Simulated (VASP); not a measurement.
Runs of VASP 6.6.1 on Pt2F. The structure is that of space group R3m (No. 160), or close to it. The cells are those of the table. 

| task | cell | k mesh | cutoff (eV) | gap on the mesh (eV) | pressure (GPa) | largest force (eV/Å) |
| --- | --- | --- | --- | --- | --- | --- |
| single point | a = 6.513 Å, angles 24.6°, 3 atoms | 6 × 6 × 6 | 520 | none | -0.5 | 0.01 |
| relaxation of cell and atoms | relaxed from a = 5.733 Å, angles 28.7°, 3 atoms | 6 × 6 × 6 | 600 | none | 0.0 | 0.04 |
| single point | a = 5.733 Å, angles 28.7°, 3 atoms | 6 × 6 × 6 | 520 | none | 55.4 | (a) |
| single point | a = 6.579 Å, angles 24.2°, 3 atoms | 18 × 18 × 18 | 520 | none | -0.5 | 0.01 |

Alike in all rows: level PBE; potentials or basis VASP PAW PBE potentials, release 64 (Pt, F); no spin polarisation; smearing gaussian 0.1 eV.

Fill in the values left out.

(a) 8.25.

Caveats: some runs use coarse meshes; spin-orbit coupling is left out, which moves the levels of the heavy elements; an odd number of electrons without spin polarisation forces a metal; a magnetic or distorted state may lie lower.

A k mesh can miss the band edges, and the runs leave out spin-orbit coupling on Pt.

A gap of «none» marks levels without a gap at the run's occupations.
